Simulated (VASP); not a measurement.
SiNi3, 4 atoms in the cell. It takes space group Pm-3m (No. 221, cubic). Conventional cell: a = 3.542 Å, b = 3.542 Å, c = 3.542 Å, α = 90.00°, β = 90.00°, γ = 90.00°. Ni (site symmetry 4/mmm) has 8 Ni at 2.50 Å and 4 Si at 2.50 Å within 3.3 Å. Within 3.3 Å of Si (site symmetry m-3m) lie 12 Ni at 2.50 Å. 

- Program: VASP 6.6.1
- Task: single point
- Functional: revPBE
- Potentials or basis: VASP PAW PBE potentials, release 64 (Ni_sv_GW, Si)
- Cutoff: 590 eV
- k mesh: 4 × 4 × 4
- Occupations: fermi-dirac, width 0.05 eV
- Spin: collinear spin, ferromagnetic start
- Starting moments: [1.0, 1.0, 1.0, 0.0] μB
- Dipole correction: no
- Second run: valence_matched
- Further INCAR settings: ALGO = Normal; EDIFF = 1e-06; NBANDS = 41

Potentials or basis: VASP PAW PBE potentials, release 64 (Ni_sv_GW, Si).

Launch:

```sh
$ cat potpaw_PBE.64/Ni_sv_GW/POTCAR potpaw_PBE.64/Si/POTCAR > POTCAR
$ mpirun -np 1 vasp_std > vasp.out
```

Hardware: 1 thread of Intel(R) Xeon(R) Platinum 8559C (Emerald Rapids), on a shared host.

Estimate the wall time of this run.

It took 51 s on 1 thread of Intel(R) Xeon(R) Platinum 8559C (Emerald Rapids), with other jobs on the host, peak memory 0.2 GiB. Counts: scf iterations 15, k points 10.
